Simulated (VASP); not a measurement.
Input of a VASP 6.6.1 run:

File INCAR:

```
SYSTEM = ZrTa2C2
PREC = Accurate ; ENCUT = 520
EDIFF = 1E-6 ; ISMEAR = 0
SIGMA = 0.1 ; LREAL = .False.
LASPH = .True. ; NELM = 100
ALGO = Normal ; ISIF = 2
LWAVE = .False. ; LCHARG = .False.
GGA = PE ; NBANDS = 29
```

The input KPOINTS:

```
Automatic mesh
0
Gamma
  4 4 4
  0 0 0
```

The input POSCAR:

```
ZrTa2C2
1.0
    4.0785567600      0.0000000000      0.0000000000
    0.0000000000      4.0785567600      0.0000000000
    0.0000000000      0.0000000000      5.5542444000
Zr Ta C
1 2 2
Direct
    0.0000000000      0.0000000000      0.2309023100
    0.5000000000      0.0000000000      0.8242904800
    0.0000000000      0.5000000000      0.8242904800
    0.0000000000      0.0000000000      0.8383164300
    0.0000000000      0.0000000000      0.6159742600
```

Potentials or basis: VASP PAW PBE potentials, release 64 (Zr_sv, Ta_pv, C).

The run is started by

```sh
$ cat potpaw_PBE.64/Zr_sv/POTCAR potpaw_PBE.64/Ta_pv/POTCAR potpaw_PBE.64/C/POTCAR > POTCAR
$ mpirun -np 1 vasp_std > vasp.out
```

What does it give for the band gap on the k mesh?

Zero (band 21 reaches 5.34 eV, above the bottom of band 22 at 4.80 eV).

Predict the largest force.

10.927 eV/Å.

Estimate the pressure.

18.6 GPa.

Forces on the atoms (eV/Å):
```
Zr   0.000  0.000  0.606
Ta   0.000  0.000 -1.364
Ta   0.000  0.000 -1.364
C    0.000  0.000 10.927
C    0.000  0.000 -8.805
```

Caveat: the k points lie up to 0.39 Å⁻¹ apart; spin-orbit coupling is left out, which moves the levels of the heavy elements; forces of over 1 eV/Å act on the atoms, so gaps and moduli don't describe the material at rest.
